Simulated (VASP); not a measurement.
BN (wurtzite type): single point with PBE

BN (wurtzite type):

```xyz
4
Lattice="2.1960 0.0000 0.0000 -1.0980 1.9018 0.0000 0.0000 0.0000 3.6587" Properties=species:S:1:pos:R:3 pbc="T T T"
B     0.0000    1.2679    0.0087
B     1.0980    0.6339    1.8381
N     0.0000    1.2679    1.3670
N     1.0980    0.6339    3.1963
```

This cell differs from its parent crystal: volume scaled by 0.64.

- Program: VASP 6.6.1
- Task: single point
- Functional: PBE
- Potentials or basis: VASP PAW PBE potentials, release 64 (B, N)
- Cutoff: 520 eV
- k mesh: 12 × 12 × 6
- Occupations: fermi-dirac, width 0.05 eV
- Spin: no spin polarisation
- Dipole correction: no
- Further INCAR settings: ALGO = Normal; EDIFF = 1e-06; NBANDS = 16

```yaml
Pressure: 371.3 GPa
Largest_force: 0.004 eV/Å
Band_gap_on_the_k_mesh: 3.62 eV, indirect (least direct gap 10.06 eV)
```

Forces on the atoms (eV/Å):
```
B    0.000  0.000  0.004
B    0.000  0.000  0.004
N    0.000  0.000 -0.004
N    0.000  0.000 -0.004
```

Stress tensor (GPa, compression positive):
```
371.29   0.00   0.00
  0.00 371.29   0.00
  0.00   0.00 371.42
```

Levels at points of the mesh, in eV from the valence-band top:
```csv
k point,band 6,band 7,band 8,band 9,band 10,band 11
"(0.00, 0.00, 0.00)",-0.81,0.00,0.00,10.06,10.06,10.60
"(0.50, 0.00, 0.00)",-7.69,-7.32,-3.26,8.23,8.90,12.56
"(0.00, 0.00, 0.50)",-1.83,-1.83,-1.83,12.25,12.25,12.25
"(0.50, 0.00, 0.50)",-5.87,-5.57,-5.57,7.86,7.86,12.91
```

Wall time 5.4 s on 1 thread of Intel(R) Xeon(R) 6975P-C (Granite Rapids), on a shared host, peak memory 0.13 GiB.

 A k mesh can miss the band edges.
